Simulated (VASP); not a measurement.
**SiW4: relaxation of cell and atoms with PBE**

The system is SiW4.

```xyz
5
Lattice="4.6116 0.0000 0.0000 0.0000 4.6116 0.0000 0.0000 0.0000 4.3866" Properties=species:S:1:pos:R:3 pbc="T T T"
Si    0.0000    0.0000    0.0000
W     0.9156    2.3058    2.1933
W     3.6960    2.3058    2.1933
W     2.3058    0.9156    2.1933
W     2.3058    3.6960    2.1933
```

- Program: VASP 6.6.1
- Task: relaxation of cell and atoms
- Functional: PBE
- Potentials or basis: VASP PAW PBE potentials, release 64 (Si, W_sv)
- Cutoff: 600 eV
- k mesh: 4 × 4 × 4
- Occupations: gaussian, width 0.1 eV
- Spin: no spin polarisation
- Dipole correction: no
- Further INCAR settings: ALGO = Normal; EDIFF = 1e-06; IBRION = 2; EDIFFG = -0.04; NSW = 90; ISIF = 3

```
Relaxed volume                         : 19.84 Å³/atom
Relaxed cell                           : a = 6.098 Å, b = 6.098 Å, c = 2.668 Å, α = 90.00°, β = 90.00°, γ = 90.00°
Space group after relaxing (to 0.05 Å) : P4/mmm (No. 123)
Energy gained by relaxing              : 6843.4 meV/atom
Ionic steps                            : 25
Pressure after relaxing                : 0.1 GPa
Largest force after relaxing           : 0.016 eV/Å
Band gap on the k mesh                 : zero (band 30 reaches 8.71 eV, above the bottom of band 31 at 7.49 eV)
```

Forces on the atoms (eV/Å):
```
Si   0.000  0.000  0.000
W    0.016  0.000  0.000
W   -0.016  0.000  0.000
W    0.000  0.016  0.000
W    0.000 -0.016  0.000
```

Stress tensor (GPa, compression positive):
```
 0.29  0.00  0.00
 0.00  0.29  0.00
 0.00  0.00 -0.26
```

Step by step:
```
step  energy change (eV)  largest force (eV/Å)  pressure (GPa)  volume (Å³)
   1              0.0000                0.8902          152.99        93.29
   2             16.2004                1.1792          -37.57       467.75
   3            -14.4644                0.5296          -18.35       243.40
   4            -19.2902                0.0046          -19.98       210.03
   5            -25.8130                2.5179           -2.73       146.27
   6            -25.8359                2.1147           -7.46       152.69
   7            -25.8613                2.2879           -5.53       149.92
   8            -28.3663                0.6856           -8.36       133.70
   9            -17.6413               21.8239          130.75        81.79
  10            -29.0300                1.9151           -7.44       128.47
  11            -30.3323                6.0138            3.37       112.04
  12            -30.9308                5.9960            4.44       109.26
  13            -31.8791                6.5958           17.71       100.11
  14            -31.8701                6.8200           13.22       102.48
  15            -31.9130                6.7488           15.43       101.27
  16            -32.7652                4.4737            7.07       103.14
  17            -33.2396                2.0793           -2.21       106.19
  18            -33.4172                1.9397           -2.94       105.73
  19            -33.8532                1.4404           -4.06       104.29
  20            -34.1161                0.0951           -2.67       101.24
  21            -34.1399                0.6496           -3.68       102.20
  22            -34.1459                0.5086           -3.48       101.96
  23            -34.2052                0.1466           -0.75        99.87
  24            -34.2121                0.0085            0.68        98.86
  25            -34.2172                0.0156            0.11        99.20
```

Final structure:
```
CELL_PARAMETERS angstrom
6.09794 0.00000 0.00000
0.00000 6.09794 0.00000
0.00000 0.00000 2.66789
ATOMIC_POSITIONS crystal
Si 0.00000 0.00000 0.00000
W 0.20358 0.50000 0.50000
W 0.79642 0.50000 0.50000
W 0.50000 0.20358 0.50000
W 0.50000 0.79642 0.50000
```

Levels at points of the mesh, in eV from the Fermi level:
| k point | band 28 | band 29 | band 30 | band 31 | band 32 | band 33 |
| --- | --- | --- | --- | --- | --- | --- |
| (0.00, 0.00, 0.00) | -1.50 | -1.47 | 0.60 | 1.41 | 2.09 | 2.37 |
| (0.50, 0.00, 0.00) | -1.43 | -0.24 | -0.18 | 1.04 | 1.13 | 1.39 |
| (0.50, 0.50, 0.00) | -2.23 | -0.80 | 0.06 | 0.06 | 1.45 | 1.45 |
| (0.00, 0.00, 0.50) | -0.42 | 0.02 | 0.34 | 0.34 | 0.62 | 0.62 |
| (0.50, 0.00, 0.50) | -1.36 | -0.32 | -0.31 | 0.19 | 1.10 | 1.61 |
| (0.50, 0.50, 0.50) | -1.41 | -1.03 | -0.52 | -0.44 | -0.44 | 1.35 |

Run time: 13 min on 1 thread of Intel(R) Xeon(R) 6975P-C (Granite Rapids), with other jobs on the host, peak memory 0.28 GiB.

Caveat: spin-orbit coupling is left out, which moves the levels of the heavy elements.
